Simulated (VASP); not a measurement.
# Ta (I4/mmm) in VASP: notebook

The runs below take Ta through single point, with PBEsol.

All numbers are computed with VASP 6.6.1; they aren't measurements. Logs are shortened: lines on timing, memory, paths and dates and some standing lists are left out, and cuts for length are marked.

### Step 1. The cell of the first run

Symmetry: I4/mmm, No. 139, tetragonal system. Conventional cell: a = 3.303 Å, b = 3.303 Å, c = 3.501 Å, α = 90.00°, β = 90.00°, γ = 90.00°. Ta (site symmetry 4/mmm) has 14 Ta at 2.92 to 3.50 Å within 3.8 Å.

### Step 2. Single point, PBEsol (strain +0.0600 x Voigt [1, 0, 0, 0, 0, 0])

Contents of INCAR:

```
PREC     = Accurate       # precision mode
ENCUT    = 520            # plane-wave cutoff, eV
EDIFF    = 1E-6           # SCF threshold, eV
ISMEAR   = 0              # smearing method
SIGMA    = 0.15           # smearing width, eV
LREAL    = F              # projectors in reciprocal space
LASPH    = T              # aspherical terms in the spheres
NELM     = 60             # most SCF steps
ALGO     = Fast           # electronic algorithm
ISIF     = 2              # what is computed and relaxed
LWAVE    = F              # write WAVECAR
LCHARG   = F              # write CHGCAR
GGA      = PS             # functional
NBANDS   = 12             # bands
```

Contents of KPOINTS:

```
Automatic mesh
0
Gamma
  20 20 20
```

Contents of POSCAR:

```
Ta
1.0
   -1.7503568000      1.6512800000      1.6512800000
    1.7503568000     -1.6512800000      1.6512800000
    1.7503568000      1.6512800000     -1.6512800000
Ta
1
Direct
    0.0000000000      0.0000000000      0.0000000000
```

Potentials or basis: VASP PAW PBE potentials, release 64 (Ta_pv).

On the command line:

```console
cat potpaw_PBE.64/Ta_pv/POTCAR > POTCAR
mpirun -np 1 vasp_std > vasp.out
```

OUTCAR:

```text
PREC = Accurate
   ENCUT = 520
   EDIFF = 1E-6
   ISMEAR = 0
   LREAL = F
   LASPH = T
   NELM = 60
   ISIF = 2
   GGA = PS

 ion  position               nearest neighbor table
   1  0.000  0.000  0.000-

  LATTYP: Found a body centered tetragonal cell.
 ALAT       =     3.3025600000
 C/A-ratio  =     1.0600000000

  Lattice vectors:

 A1 = (  -1.7503568000,   1.6512800000,  -1.6512800000)
 A2 = (  -1.7503568000,  -1.6512800000,   1.6512800000)
 A3 = (   1.7503568000,   1.6512800000,   1.6512800000)

Analysis of symmetry for initial positions (statically):
=====================================================================
 Subroutine PRICEL returns:
 Original cell was already a primitive cell.

 Routine SETGRP: Setting up the symmetry group for a
 body centered tetragonal supercell.

 Subroutine GETGRP returns: Found 16 space group operations
 (whereof 16 operations were pure point group operations)
 out of a pool of 16 trial point group operations.

The static configuration has the point symmetry D_4h.

Analysis of symmetry for dynamics (positions and initial velocities):
=====================================================================
 Subroutine PRICEL returns:
 Original cell was already a primitive cell.

 Routine SETGRP: Setting up the symmetry group for a
 body centered tetragonal supercell.

 Subroutine GETGRP returns: Found 16 space group operations
 (whereof 16 operations were pure point group operations)
 out of a pool of 16 trial point group operations.

The dynamic configuration has the point symmetry D_4h.

 Subroutine INISYM returns: Found 16 space group operations
 (whereof 16 operations are pure point group operations),
 and found     1 'primitive' translations

----------------------------------------------------------------------------------------

                                     Primitive cell

  volume of cell :      19.0910

  direct lattice vectors                    reciprocal lattice vectors
    -1.750356800  1.651280000  1.651280000     0.000000000  0.302795407  0.302795407
     1.750356800 -1.651280000  1.651280000     0.285656045  0.000000000  0.302795407
     1.750356800  1.651280000 -1.651280000     0.285656045  0.302795407  0.000000000

  length of vectors
     2.918424267  2.918424267  2.918424267     0.428217371  0.416274470  0.416274470

  position of ions in fractional coordinates (direct lattice)
     0.000000000  0.000000000  0.000000000

  ion indices of the primitive-cell ions
   primitive index   ion index
                 1           1

----------------------------------------------------------------------------------------

 KPOINTS: Automatic mesh

Automatic generation of k-mesh.
 Grid dimensions read from file:
 generate k-points for:   20   20   20

 Generating k-lattice:

  Cartesian coordinates                     Fractional coordinates (reciprocal lattice)
     0.000000000  0.015139770  0.015139770     0.050000000  0.000000000  0.000000000
     0.014282802  0.000000000  0.015139770    -0.000000000  0.050000000  0.000000000
     0.014282802  0.015139770  0.000000000    -0.000000000  0.000000000  0.050000000

  Length of vectors
     0.021410869  0.020813724  0.020813724

  Shift w.r.t. Gamma in fractional coordinates (k-lattice)
     0.000000000  0.000000000  0.000000000

 Subroutine IBZKPT returns following result:
 ===========================================

 Found    641 irreducible k-points:

 Following reciprocal coordinates:
            Coordinates               Weight
  0.000000  0.000000  0.000000      1.000000
  0.050000  0.000000  0.000000      4.000000
  0.100000  0.000000  0.000000      4.000000
  0.150000  0.000000  0.000000      4.000000
  0.200000  0.000000  0.000000      4.000000
  0.250000  0.000000  0.000000      4.000000
[... 16 lines left out ...]
  0.050000  0.100000  0.000000     16.000000
  0.100000  0.100000  0.000000     16.000000
 [... further k-points ...]
   k-points           NKPTS =    641   k-points in BZ     NKDIM =    641   number of bands    NBANDS=     12
   number of dos      NEDOS =    301   number of ions     NIONS =      1
   total plane-waves  NPLWV =  13824
   dimension x,y,z NGX =    24 NGY =   24 NGZ =   24
   dimension x,y,z NGXF=    48 NGYF=   48 NGZF=   48
   ions per type =               1
   NGX,Y,Z   is equivalent  to a cutoff of  13.67, 13.67, 13.67 a.u.
   NGXF,Y,Z  is equivalent  to a cutoff of  27.34, 27.34, 27.34 a.u.
 SYSTEM =  unknown system
   PREC   = accura    normal or accurate (medium, high low for compatibility)
   ISTART =      0    job   : 0-new  1-cont  2-samecut
   ICHARG =      2    charge: 1-file 2-atom 10-const
   ISPIN  =      1    spin polarized calculation?
   LNONCOLLINEAR =      F non collinear calculations
   LSORBIT =      F    spin-orbit coupling
   LASPH  =      T    aspherical Exc in radial PAW
   ENCUT  =  520.0 eV  38.22 Ry    6.18 a.u.   5.43  5.43  5.43*2*pi/ulx,y,z
   NELM   =     60;   NELMIN=  2; NELMDL= -5     # of ELM steps
   EDIFF  = 0.1E-05   stopping-criterion for ELM
   LREAL  =      F    real-space projection
   EDIFFG = 0.1E-04   stopping-criterion for IOM
   NSW    =      0    number of steps for IOM
   IBRION =     -1    ionic relax: 0-MD 1-quasi-New 2-CG
   NFREE  =      0    steps in history (QN), initial steepest desc. (CG)
   ISIF   =      2    stress and relaxation
   ISYM   =      2    0-nonsym 1-usesym 2-fastsym
   POTIM  = 0.5000    time-step for ionic-motion
   TEBEG  =    0.0;   TEEND  =   0.0 temperature during run
   PSTRESS=    0.0 pullay stress
   NELECT =      11.0000    total number of electrons
   NUPDOWN=      -1.0000    fix difference up-down
   EMIN   =  10.00;   EMAX   =-10.00  energy-range for DOS
   EFERMI =   0.00;   METHOD = LEGACY
   ISMEAR =     0;   SIGMA  =   0.15  broadening in eV -4-tet -1-fermi 0-gaus
   EFERMI_NEDOS =   21; number of points for ismear=-14 and -15
   IALGO  =     68    algorithm
   IMIX   =      4    mixing-type and parameters
     AMIX     =   0.40;   BMIX     =  1.00
     AMIX_MAG =   1.60;   BMIX_MAG =  1.00
  volume/ion in A,a.u.               =      19.09       128.83
  Fermi-wavevector in a.u.,A,eV,Ry     =   1.362270  2.574316 25.249397  1.855778
  Thomas-Fermi vector in A             =   2.488774
   LORBIT       =      0    0 simple, 1 ext, 2 COOP (PROOUT), +10 PAW based schemes
   GGA     = PS    functional components
   LHFCALC =     F    Hartree Fock is set to
   AEXX    =    0.0000 exact exchange contribution
   IVDW    =     0    specifies the selected vdW correction
   LEPSILON=     F    determine dielectric tensor
   LRPA    =     F    only Hartree local field effects (RPA)
 non-spin polarized calculation
 RMM-DIIS sequential band-by-band and
 Gauss-broadening in eV      SIGMA  =   0.15
  energy-cutoff  :      520.00
  volume of cell :       19.09
 maximum number of plane-waves:       528
 NGX is ok and might be reduce to    24
   NGX = 11   NGY = 11   NGZ = 11

 number of electron      11.0000001 magnetization

 Free energy of the ion-electron system (eV)
  ---------------------------------------------------
  ext. energy  EPLUGINS =         0.00000000
  ---------------------------------------------------
  free energy    TOTEN  =       -12.48208091 eV

  energy without entropy =      -12.46614513  energy(sigma->0) =      -12.47411302

 E-fermi :   4.8749     XC(G=0): -12.4331

 val. band max:        4.8683476347   @ k =   0.0500   0.1500   0.0500
 cond. band min:       4.8792489576   @ k =   0.3500  -0.3500   0.1500
 fundamental gap:      0.0109013228
 Fermi energy:         4.8749266291

 k-point     1 :       0.0000    0.0000    0.0000
  band No.  band energies     occupation
      1     -28.4029      2.00000
      2     -28.3931      2.00000
      3     -28.3931      2.00000
      4      -2.8382      2.00000
      5       5.3895      0.00000
      6       5.3895      0.00000
      7       6.0472      0.00000
      8       8.1629      0.00000
      9       9.0490      0.00000
     10      19.0156      0.00000
     11      19.9928      0.00000
     12      19.9928      0.00000

 k-point     2 :       0.0500    0.0000    0.0000
  band No.  band energies     occupation
      1     -28.4185      2.00000
      2     -28.4117      2.00000
      3     -28.3940      2.00000
      4      -2.7291      2.00000
      5       5.3119      0.00004
      6       5.4934      0.00000
      7       6.0145      0.00000
      8       8.1782      0.00000
      9       8.9374      0.00000
     10      19.2147      0.00000
     11      20.0834      0.00000
     12      20.2560      0.00000

 k-point     3 :       0.1000    0.0000    0.0000
  band No.  band energies     occupation
      1     -28.4917      2.00000
      2     -28.4370      2.00000
      3     -28.3967      2.00000
      4      -2.4099      2.00000
      5       5.0954      0.03765
      6       5.8026      0.00000
      7       5.8929      0.00000
      8       8.2271      0.00000
      9       8.6932      0.00000
     10      19.7941      0.00000
     11      20.3176      0.00000
     12      20.9367      0.00000
[... 286 lines left out ...]
 k-point    23 :       0.0500    0.1000    0.0000
  band No.  band energies     occupation
      1     -28.5685      2.00000
      2     -28.4360      2.00000
      3     -28.4090      2.00000
      4      -2.1270      2.00000
      5       5.1083      0.02782
      6       5.3808      0.00000
      7       6.3975      0.00000
      8       7.9234      0.00000
      9       8.8041      0.00000
     10      19.9849      0.00000
     11      20.9486      0.00000
     12      21.2360      0.00000

 k-point    24 :       0.1000    0.1000    0.0000
  band No.  band energies     occupation
      1     -28.6716      2.00000
      2     -28.4636      2.00000
      3     -28.4252      2.00000
      4      -1.6389      2.00000
      5       4.7921      1.56495
      6       5.2739      0.00017
      7       6.7943      0.00000
      8       7.8815      0.00000
      9       8.8147      0.00000
     10      20.5252      0.00000
     11      21.2729      0.00000
     12      21.7594      0.00000

 [... further k-points ...]
[... 5 lines left out ...]
  --------------------------------------------------------------------------------------
  -------------------------------------------------------------------------------------
  Total       -2.0335673     -1.4071516     -1.4071516      0.0000000      0.0000000      0.0000000
  in kB     -170.6636801   -118.0928119   -118.0928119      0.0000000      0.0000000      0.0000000
  external PRESSURE =    -135.6164346 kB  Pullay stress =       0.0000000 kB

 VOLUME and BASIS-vectors are now :
 -----------------------------------------------------------------------------
  energy-cutoff  :      520.00
  volume of cell :       19.09
      direct lattice vectors                 reciprocal lattice vectors
    -1.750356800  1.651280000  1.651280000     0.000000000  0.302795407  0.302795407
     1.750356800 -1.651280000  1.651280000     0.285656045  0.000000000  0.302795407
     1.750356800  1.651280000 -1.651280000     0.285656045  0.302795407  0.000000000

 POSITION                                       TOTAL-FORCE (eV/Angst)
 -----------------------------------------------------------------------------------
      0.00000      0.00000      0.00000         0.000000      0.000000     -0.000000
 -----------------------------------------------------------------------------------
    total drift:                                0.000000      0.000000      0.000000

  FREE ENERGIE OF THE ION-ELECTRON SYSTEM (eV)
  ---------------------------------------------------
  free  energy   TOTEN  =       -12.4820809055 eV

  energy  without entropy=      -12.4661451308  energy(sigma->0) =      -12.47411302
```

Run time: 47 s. Hardware: 1 thread of Intel Xeon 6975P-C (Granite Rapids), shared host; peak memory 0.25 GiB.

Results:

```
Free energy : -12.4821 eV
Pressure    : -13.6 GPa
```

Stress tensor (GPa, compression positive):
```
-17.07   0.00   0.00
  0.00 -11.81   0.00
  0.00   0.00 -11.81
```

Levels at points of the mesh, in eV from the Fermi level:
```tsv
k point	band 3	band 4	band 5	band 6	band 7	band 8
(0.00, 0.00, 0.00)	-33.27	-7.71	0.51	0.51	1.17	3.29
(0.50, 0.00, 0.00)	-33.31	-4.12	-1.84	1.63	4.21	4.89
(0.00, 0.50, 0.00)	-33.27	-4.17	-1.15	1.24	3.14	4.62
(0.50, 0.50, 0.50)	-33.91	-3.58	-3.40	6.22	6.44	6.44
```

Caveat: the cell differs from its parent crystal (strain +0.0600 x Voigt [1, 0, 0, 0, 0, 0]); the PAW data sets were made with another functional, which shifts forces and pressure a little; spin-orbit coupling is left out, which moves the levels of the heavy elements.

### Step 3. Single point, PBEsol (strain -0.0450 x Voigt [1, 0, 0, 0, 0, 0])

Contents of INCAR:

```
SYSTEM = Ta
  PREC = Accurate
  ENCUT = 520
  EDIFF = 1E-7
  ISMEAR = 0
  SIGMA = 0.15
  LREAL = .False.
  LASPH = .True.
  NELM = 80
  ALGO = Normal
  ISIF = 2
  LWAVE = .False.
  LCHARG = .False.
  GGA = PS
  NBANDS = 12
```

Contents of KPOINTS:

```
regular mesh
0
Gamma
  20 20 20
  0 0 0
```

Contents of POSCAR:

```
Ta
1.0
   -1.5769724000      1.6512800000      1.6512800000
    1.5769724000     -1.6512800000      1.6512800000
    1.5769724000      1.6512800000     -1.6512800000
Ta
1
Direct
    0.0000000000      0.0000000000      0.0000000000
```

Potentials or basis: VASP PAW PBE potentials, release 64 (Ta_pv).

On the command line:

```console
cat potpaw_PBE.64/Ta_pv/POTCAR > POTCAR
mpirun -np 1 vasp_std > vasp.out
```

Wall time 35 s (1 thread of Intel Xeon 6975P-C (Granite Rapids), shared host); peak memory 0.25 GiB.

It converged, with:

```yaml
Free_energy: -12.5389 eV
Pressure: 6.4 GPa
```

Stress tensor (GPa, compression positive):
```
10.32  0.00  0.00
 0.00  4.45  0.00
 0.00  0.00  4.45
```

Levels at points of the mesh, in eV from the Fermi level:
| k point | band 3 | band 4 | band 5 | band 6 | band 7 | band 8 | band 9 | band 10 |
| --- | --- | --- | --- | --- | --- | --- | --- | --- |
| (0.00, 0.00, 0.00) | -32.83 | -8.10 | 0.32 | 0.95 | 0.95 | 3.69 | 4.58 | 14.82 |
| (0.50, 0.00, 0.00) | -32.82 | -4.61 | -1.25 | 1.61 | 3.51 | 4.87 | 8.17 | 12.27 |
| (0.00, 0.50, 0.00) | -32.87 | -4.59 | -1.89 | 1.97 | 4.18 | 5.49 | 8.29 | 12.12 |
| (0.50, 0.50, 0.50) | -33.69 | -4.16 | -4.02 | 7.17 | 7.17 | 7.38 | 8.70 | 8.70 |

Caveat: the cell differs from its parent crystal (strain -0.0450 x Voigt [1, 0, 0, 0, 0, 0]); the PAW data sets were made with another functional, which shifts forces and pressure a little; spin-orbit coupling is left out, which moves the levels of the heavy elements.

(Continued in part 2 of 2.)
